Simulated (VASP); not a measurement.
# B2Ru (Pmmn) in VASP: a series of runs

B2Ru is run at these levels: LDA; tasks: single point, relaxation of cell and atoms.

Everything below comes from runs of VASP 6.6.1. Logs are shortened: lines on timing, memory, paths and dates and some standing lists are left out, and cuts for length are marked.

**1. The cell of the first run**

It takes space group Pmmn (No. 59, orthorhombic). The conventional cell has a = 2.833 Å, b = 4.595 Å, c = 3.999 Å, α = 90.00°, β = 90.00°, γ = 90.00°. Within 2.4 Å of B (site symmetry m) lie 3 B at 1.80 to 1.86 Å and 4 Ru at 2.14 to 2.24 Å. Within 2.8 Å of Ru (site symmetry mm2) lie 8 B at 2.14 to 2.24 Å.

**2. Single point, LDA**

INCAR

```
ALGO = Normal
EDIFF = 1E-6
ENCUT = 520
ISIF = 2
ISMEAR = 0
LASPH = True
LCHARG = False
LREAL = False
LWAVE = False
NBANDS = 29
NELM = 100
PREC = Accurate
SIGMA = 0.1
```

KPOINTS

```
k-points
0
Gamma
  12 8 10
```

POSCAR

```
B2Ru
1.0
    2.8330170992      0.0000000000      0.0000000000
    0.0000000000      4.5953544883      0.0000000000
    0.0000000000      0.0000000000      3.9994721850
B Ru
4 2
Direct
    0.0000000000      0.8040239954      0.3628780326
    0.0000000000      0.1959760046      0.3628780326
    0.5000000000      0.3040239954      0.6371219674
    0.5000000000      0.6959760046      0.6371219674
    0.0000000000      0.0000000000      0.8489074104
    0.5000000000      0.5000000000      0.1510925896
```

Potentials or basis: VASP PAW LDA potentials, release 64 (B, Ru_pv).

Command:

```sh
$ cat potpaw_LDA.64/B/POTCAR potpaw_LDA.64/Ru_pv/POTCAR > POTCAR
$ mpirun -np 1 vasp_std > vasp.out
```

OUTCAR:

```text
EDIFF = 1E-6
   ENCUT = 520
   ISIF = 2
   ISMEAR = 0
   LASPH = True
   LREAL = False
   NELM = 100
   PREC = Accurate

 ion  position               nearest neighbor table
   1  0.000  0.804  0.363-   2 1.80   4 1.86   4 1.86   5 2.14   6 2.16   6 2.16   5 2.24
   2  0.000  0.196  0.363-   1 1.80   3 1.86   3 1.86   5 2.14   6 2.16   6 2.16   5 2.24
   3  0.500  0.304  0.637-   4 1.80   2 1.86   2 1.86   6 2.14   5 2.16   5 2.16   6 2.24
   4  0.500  0.696  0.637-   3 1.80   1 1.86   1 1.86   6 2.14   5 2.16   5 2.16   6 2.24
   5  0.000  0.000  0.849-   1 2.14   2 2.14   3 2.16   4 2.16   3 2.16   4 2.16   1 2.24   2 2.24
                             6 2.96   6 2.96   6 2.96   6 2.96
   6  0.500  0.500  0.151-   3 2.14   4 2.14   1 2.16   2 2.16   1 2.16   2 2.16   3 2.24   4 2.24
                             5 2.96   5 2.96   5 2.96   5 2.96

  LATTYP: Found a simple orthorhombic cell.
 ALAT       =     2.8330170992
 B/A-ratio  =     1.4117359850
 C/A-ratio  =     1.6220708620

  Lattice vectors:

 A1 = (  -2.8330170992,   0.0000000000,   0.0000000000)
 A2 = (   0.0000000000,   0.0000000000,   3.9994721850)
 A3 = (   0.0000000000,   4.5953544883,   0.0000000000)

Analysis of symmetry for initial positions (statically):
=====================================================================
 Subroutine PRICEL returns:
 Original cell was already a primitive cell.

 Routine SETGRP: Setting up the symmetry group for a
 simple orthorhombic supercell.

 Subroutine GETGRP returns: Found  8 space group operations
 (whereof  4 operations were pure point group operations)
 out of a pool of  8 trial point group operations.

The static configuration has the point symmetry C_2v.
 The point group associated with its full space group is D_2h.

Analysis of symmetry for dynamics (positions and initial velocities):
=====================================================================
 Subroutine PRICEL returns:
 Original cell was already a primitive cell.

 Routine SETGRP: Setting up the symmetry group for a
 simple orthorhombic supercell.

 Subroutine GETGRP returns: Found  8 space group operations
 (whereof  4 operations were pure point group operations)
 out of a pool of  8 trial point group operations.

The dynamic configuration has the point symmetry C_2v.
 The point group associated with its full space group is D_2h.

 Subroutine INISYM returns: Found  8 space group operations
 (whereof  4 operations are pure point group operations),
 and found     1 'primitive' translations

----------------------------------------------------------------------------------------

                                     Primitive cell

  volume of cell :      52.0680

  direct lattice vectors                    reciprocal lattice vectors
     2.833017099  0.000000000  0.000000000     0.352980573  0.000000000  0.000000000
     0.000000000  4.595354488  0.000000000     0.000000000  0.217611068  0.000000000
     0.000000000  0.000000000  3.999472185     0.000000000  0.000000000  0.250032993

  length of vectors
     2.833017099  4.595354488  3.999472185     0.352980573  0.217611068  0.250032993

  position of ions in fractional coordinates (direct lattice)
     0.000000000  0.804023995  0.362878033
     0.000000000  0.195976005  0.362878033
     0.500000000  0.304023995  0.637121967
     0.500000000  0.695976005  0.637121967
     0.000000000  0.000000000  0.848907410
     0.500000000  0.500000000  0.151092590

  ion indices of the primitive-cell ions
   primitive index   ion index
                 1           1
                 2           2
                 3           3
                 4           4
                 5           5
                 6           6

----------------------------------------------------------------------------------------

 KPOINTS: k-points

Automatic generation of k-mesh.
 Grid dimensions read from file:
 generate k-points for:   12    8   10

 Generating k-lattice:

  Cartesian coordinates                     Fractional coordinates (reciprocal lattice)
     0.029415048  0.000000000  0.000000000     0.083333333  0.000000000  0.000000000
     0.000000000  0.027201384  0.000000000     0.000000000  0.125000000  0.000000000
     0.000000000  0.000000000  0.025003299     0.000000000  0.000000000  0.100000000

  Length of vectors
     0.029415048  0.027201384  0.025003299

  Shift w.r.t. Gamma in fractional coordinates (k-lattice)
     0.000000000  0.000000000  0.000000000

 Subroutine IBZKPT returns following result:
 ===========================================

 Found    210 irreducible k-points:

 Following reciprocal coordinates:
            Coordinates               Weight
  0.000000  0.000000  0.000000      1.000000
  0.083333  0.000000  0.000000      2.000000
  0.166667  0.000000  0.000000      2.000000
  0.250000  0.000000  0.000000      2.000000
  0.333333  0.000000  0.000000      2.000000
  0.416667  0.000000  0.000000      2.000000
[... 16 lines left out ...]
  0.083333  0.375000  0.000000      4.000000
  0.166667  0.375000  0.000000      4.000000
 [... further k-points ...]
   k-points           NKPTS =    210   k-points in BZ     NKDIM =    210   number of bands    NBANDS=     29
   number of dos      NEDOS =    301   number of ions     NIONS =      6
   total plane-waves  NPLWV =  25920
   dimension x,y,z NGX =    24 NGY =   36 NGZ =   30
   dimension x,y,z NGXF=    48 NGYF=   72 NGZF=   60
   ions per type =               4   2
   NGX,Y,Z   is equivalent  to a cutoff of  14.08, 13.02, 12.47 a.u.
   NGXF,Y,Z  is equivalent  to a cutoff of  28.17, 26.05, 24.94 a.u.
 SYSTEM =  unknown system
   PREC   = accura    normal or accurate (medium, high low for compatibility)
   ISTART =      0    job   : 0-new  1-cont  2-samecut
   ICHARG =      2    charge: 1-file 2-atom 10-const
   ISPIN  =      1    spin polarized calculation?
   LNONCOLLINEAR =      F non collinear calculations
   LSORBIT =      F    spin-orbit coupling
   LASPH  =      T    aspherical Exc in radial PAW
   ENCUT  =  520.0 eV  38.22 Ry    6.18 a.u.   5.27  8.54  7.44*2*pi/ulx,y,z
   NELM   =    100;   NELMIN=  2; NELMDL= -5     # of ELM steps
   EDIFF  = 0.1E-05   stopping-criterion for ELM
   LREAL  =      F    real-space projection
[... 7 lines left out ...]
   TEBEG  =    0.0;   TEEND  =   0.0 temperature during run
   PSTRESS=    0.0 pullay stress
   NELECT =      40.0000    total number of electrons
   NUPDOWN=      -1.0000    fix difference up-down
   EMIN   =  10.00;   EMAX   =-10.00  energy-range for DOS
   EFERMI =   0.00;   METHOD = LEGACY
   ISMEAR =     0;   SIGMA  =   0.10  broadening in eV -4-tet -1-fermi 0-gaus
   EFERMI_NEDOS =   21; number of points for ismear=-14 and -15
   IALGO  =     38    algorithm
   IMIX   =      4    mixing-type and parameters
     AMIX     =   0.40;   BMIX     =  1.00
     AMIX_MAG =   1.60;   BMIX_MAG =  1.00
  volume/ion in A,a.u.               =       8.68        58.56
  Fermi-wavevector in a.u.,A,eV,Ry     =   1.499355  2.833370 30.586795  2.248066
  Thomas-Fermi vector in A             =   2.610996
   LORBIT       =      0    0 simple, 1 ext, 2 COOP (PROOUT), +10 PAW based schemes
   GGA     = CA    functional components
   LHFCALC =     F    Hartree Fock is set to
   AEXX    =    0.0000 exact exchange contribution
   IVDW    =     0    specifies the selected vdW correction
   LEPSILON=     F    determine dielectric tensor
   LRPA    =     F    only Hartree local field effects (RPA)
 non-spin polarized calculation
 Gauss-broadening in eV      SIGMA  =   0.10
  energy-cutoff  :      520.00
  volume of cell :       52.07
 maximum number of plane-waves:      1429
 NGX is ok and might be reduce to    24
   NGX = 11   NGY = 17   NGZ = 15

 number of electron      40.0000004 magnetization

 Free energy of the ion-electron system (eV)
  ---------------------------------------------------
  ext. energy  EPLUGINS =         0.00000000
  ---------------------------------------------------
  free energy    TOTEN  =       -53.09427136 eV

  energy without entropy =      -53.08685005  energy(sigma->0) =      -53.09056070

 E-fermi :  11.0606     XC(G=0): -13.4693

 val. band max:       11.0579505677   @ k =   0.3333   0.1250   0.3000
 cond. band min:      11.0673630725   @ k =   0.2500   0.0000   0.1000
 fundamental gap:      0.0094125049
 Fermi energy:        11.0605888992

 k-point     1 :       0.0000    0.0000    0.0000
  band No.  band energies     occupation
      1     -32.6895      2.00000
      2     -32.6448      2.00000
      3     -32.4721      2.00000
      4     -32.2039      2.00000
      5     -32.1403      2.00000
      6     -32.0660      2.00000
[... 21 lines left out ...]
     28      18.2100      0.00000
     29      18.8957      0.00000

 k-point     2 :       0.0833    0.0000    0.0000
  band No.  band energies     occupation
      1     -32.6864      2.00000
      2     -32.6435      2.00000
      3     -32.4648      2.00000
      4     -32.2057      2.00000
      5     -32.1629      2.00000
      6     -32.0916      2.00000
[... 21 lines left out ...]
     28      18.5031      0.00000
     29      19.1948      0.00000

 k-point     3 :       0.1667    0.0000    0.0000
  band No.  band energies     occupation
      1     -32.6781      2.00000
      2     -32.6405      2.00000
      3     -32.4441      2.00000
      4     -32.2237      2.00000
      5     -32.2115      2.00000
      6     -32.1612      2.00000
[... 21 lines left out ...]
     28      19.1414      0.00000
     29      19.1653      0.00000

 k-point     4 :       0.2500    0.0000    0.0000
  band No.  band energies     occupation
      1     -32.6666      2.00000
      2     -32.6375      2.00000
      3     -32.4127      2.00000
      4     -32.3046      2.00000
      5     -32.2557      2.00000
      6     -32.2225      2.00000
[... 597 lines left out ...]
     28      19.0542      0.00000
     29      19.1276      0.00000

 k-point    23 :       0.0833    0.3750    0.0000
  band No.  band energies     occupation
      1     -32.6838      2.00000
      2     -32.6714      2.00000
      3     -32.3735      2.00000
      4     -32.2791      2.00000
      5     -32.1387      2.00000
      6     -32.1107      2.00000
[... 21 lines left out ...]
     28      19.1998      0.00000
     29      19.4126      0.00000

 k-point    24 :       0.1667    0.3750    0.0000
  band No.  band energies     occupation
      1     -32.6744      2.00000
      2     -32.6624      2.00000
      3     -32.3743      2.00000
      4     -32.2928      2.00000
      5     -32.1928      2.00000
      6     -32.1639      2.00000
[... 21 lines left out ...]
     28      19.4167      0.00000
     29      19.6374      0.00000

 [... further k-points ...]
[... 5 lines left out ...]
  --------------------------------------------------------------------------------------
  -------------------------------------------------------------------------------------
  Total        0.2292467      0.2508818      0.3130768      0.0000000      0.0000000      0.0000000
  in kB        7.0541190      7.7198489      9.6336436      0.0000000      0.0000000      0.0000000
  external PRESSURE =       8.1358705 kB  Pullay stress =       0.0000000 kB

 VOLUME and BASIS-vectors are now :
 -----------------------------------------------------------------------------
  energy-cutoff  :      520.00
  volume of cell :       52.07
      direct lattice vectors                 reciprocal lattice vectors
     2.833017099  0.000000000  0.000000000     0.352980573  0.000000000  0.000000000
     0.000000000  4.595354488  0.000000000     0.000000000  0.217611068  0.000000000
     0.000000000  0.000000000  3.999472185     0.000000000  0.000000000  0.250032993

 POSITION                                       TOTAL-FORCE (eV/Angst)
 -----------------------------------------------------------------------------------
      0.00000      3.69478      1.45132         0.000000      0.012558      0.001761
      0.00000      0.90058      1.45132        -0.000000     -0.012558      0.001761
      1.41651      1.39710      2.54815         0.000000      0.012558     -0.001761
      1.41651      3.19826      2.54815         0.000000     -0.012558     -0.001761
      0.00000      0.00000      3.39518         0.000000      0.000000      0.050725
      1.41651      2.29768      0.60429         0.000000      0.000000     -0.050725
 -----------------------------------------------------------------------------------
    total drift:                                0.000000      0.000000      0.000000

  FREE ENERGIE OF THE ION-ELECTRON SYSTEM (eV)
  ---------------------------------------------------
  free  energy   TOTEN  =       -53.0942713562 eV

  energy  without entropy=      -53.0868500490  energy(sigma->0) =      -53.09056070
```

Wall time 1.7 min (1 thread of Intel Xeon 6975P-C (Granite Rapids), shared host); peak memory 0.34 GiB.

What came out:

* Free energy: -53.0943 eV
* Pressure: 0.8 GPa
* Largest force: 0.051 eV/Å
* Band gap on the k mesh: zero (band 20 reaches 12.00 eV, above the bottom of band 21 at 10.49 eV)

Forces in eV/Å, atoms in the order of the input:
```
B    0.000  0.013  0.002
B    0.000 -0.013  0.002
B    0.000  0.013 -0.002
B    0.000 -0.013 -0.002
Ru   0.000  0.000  0.051
Ru   0.000  0.000 -0.051
```

**3. Relaxation of cell and atoms, LDA**

This run uses another cell than the first one, of 9.04 Å³/atom, 1.041 times its volume.

INCAR

```
SYSTEM = B2Ru
PREC     = Accurate       ! precision mode
ENCUT    = 600            ! plane-wave cutoff, eV
EDIFF    = 1E-6           ! SCF threshold, eV
ISMEAR   = 0              ! smearing method
SIGMA    = 0.1            ! smearing width, eV
LREAL    = .FALSE.        ! projectors in reciprocal space
LASPH    = .TRUE.         ! aspherical terms in the spheres
NELM     = 100            ! most SCF steps
ALGO     = Normal         ! electronic algorithm
ISIF     = 3              ! what is computed and relaxed
LWAVE    = .FALSE.        ! write WAVECAR
LCHARG   = .FALSE.        ! write CHGCAR
IBRION   = 2              ! ionic algorithm
NSW      = 70             ! ionic steps
EDIFFG   = -0.005         ! ionic threshold
```

KPOINTS

```
regular mesh
0
G
  12 8 10
  0 0 0
```

POSCAR

```
B2Ru
1.0
    2.8769939802      0.0000000000      0.0000000000
    0.0000000000      4.6521006629      0.0000000000
    0.0000000000      0.0000000000      4.0511848028
B Ru
4 2
Direct
    0.0000000000      0.8042222054      0.3636545392
    0.0000000000      0.1957777946      0.3636545392
    0.5000000000      0.3042222054      0.6363454608
    0.5000000000      0.6957777946      0.6363454608
    0.0000000000      0.0000000000      0.8481050299
    0.5000000000      0.5000000000      0.1518949701
```

Potentials or basis: VASP PAW LDA potentials, release 64 (B, Ru_pv).

Command:

```sh
$ cat potpaw_LDA.64/B/POTCAR potpaw_LDA.64/Ru_pv/POTCAR > POTCAR
$ mpirun -np 1 vasp_std > vasp.out
```

Run time: 8.7 min. Hardware: 1 thread of Intel Xeon 6975P-C (Granite Rapids), shared host; peak memory 0.38 GiB.

It converged, with:

| Property | Result |
| --- | --- |
| Free energy | -53.0994 eV |
| Relaxed volume | 8.70 Å³/atom |
| Relaxed cell | a = 2.835 Å, b = 4.599 Å, c = 4.002 Å, α = 90.00°, β = 90.00°, γ = 90.00° |
| Space group after relaxing (to 0.05 Å) | Pmmn (No. 59) |
| Energy gained by relaxing | 12.5 meV/atom |
| Ionic steps | 14 |
| Pressure after relaxing | 0.0 GPa |
| Largest force after relaxing | 0.004 eV/Å |
| Band gap on the k mesh | zero (band 20 reaches 11.96 eV, above the bottom of band 21 at 10.46 eV) |

Forces on the atoms (eV/Å):
```
B    0.000  0.003 -0.002
B    0.000 -0.003 -0.002
B    0.000  0.003  0.002
B    0.000 -0.003  0.002
Ru   0.000  0.000 -0.001
Ru   0.000  0.000  0.001
```

Stress tensor (GPa, compression positive):
```
-0.02  0.00  0.00
 0.00 -0.01  0.00
 0.00  0.00  0.07
```

The path:
```
step  energy change (eV)  largest force (eV/Å)  pressure (GPa)  volume (Å³)
   1              0.0000                0.1704          -11.55        54.22
   2              0.1458                1.1194           23.14        49.27
   3             -0.0719                0.2530           -0.43        52.35
   4             -0.0720                0.2632           -0.13        52.31
   5             -0.0742                0.1337            0.21        52.11
   6             -0.0751                0.0103            0.06        52.18
   7             -0.0751                0.0096            0.07        52.18
   8             -0.0752                0.0053           -0.15        52.21
   9             -0.0752                0.0056           -0.20        52.21
  10             -0.0752                0.0051            0.00        52.19
  11             -0.0752                0.0048           -0.04        52.19
  12             -0.0752                0.0050            0.01        52.19
  13             -0.0752                0.0048           -0.06        52.19
  14             -0.0752                0.0036            0.01        52.18
```

Final structure:
```
B Ru
1.0
     2.83529    0.00000    0.00000
     0.00000    4.59862    0.00000
     0.00000    0.00000    4.00211
B Ru
4 2
Cartesian
  0.0000 3.6977 1.4528
  0.0000 0.9010 1.4528
  1.4176 1.3983 2.5493
  1.4176 3.2003 2.5493
  0.0000 0.0000 3.3985
  1.4176 2.2993 0.6036
```

Levels at points of the mesh, in eV from the Fermi level:
| k point | band 16 | band 17 | band 18 | band 19 | band 20 | band 21 | band 22 | band 23 | band 24 |
| --- | --- | --- | --- | --- | --- | --- | --- | --- | --- |
| (0.00, 0.00, 0.00) | -3.36 | -3.11 | -2.21 | -1.82 | -1.18 | 0.00 | 1.91 | 4.14 | 4.20 |
| (0.50, 0.00, 0.00) | -5.09 | -2.29 | -2.29 | 0.63 | 0.63 | 1.79 | 1.79 | 1.81 | 1.81 |
| (0.00, 0.50, 0.00) | -3.54 | -2.97 | -2.97 | -2.30 | -2.30 | 2.35 | 2.35 | 2.60 | 2.60 |
| (0.50, 0.50, 0.00) | -3.88 | -3.87 | -3.87 | -0.30 | -0.30 | 1.54 | 1.54 | 3.56 | 3.56 |
| (0.00, 0.00, 0.50) | -3.11 | -2.64 | -2.55 | -1.92 | -1.89 | -0.57 | 0.79 | 2.93 | 4.11 |
| (0.50, 0.00, 0.50) | -4.54 | -3.07 | -3.07 | -0.21 | -0.21 | -0.20 | -0.20 | 1.18 | 1.18 |
| (0.00, 0.50, 0.50) | -4.29 | -2.76 | -2.76 | -1.41 | -1.41 | 0.39 | 0.39 | 2.72 | 2.72 |
| (0.50, 0.50, 0.50) | -3.49 | -3.24 | -3.24 | -2.52 | -2.52 | 0.98 | 0.98 | 1.11 | 1.11 |
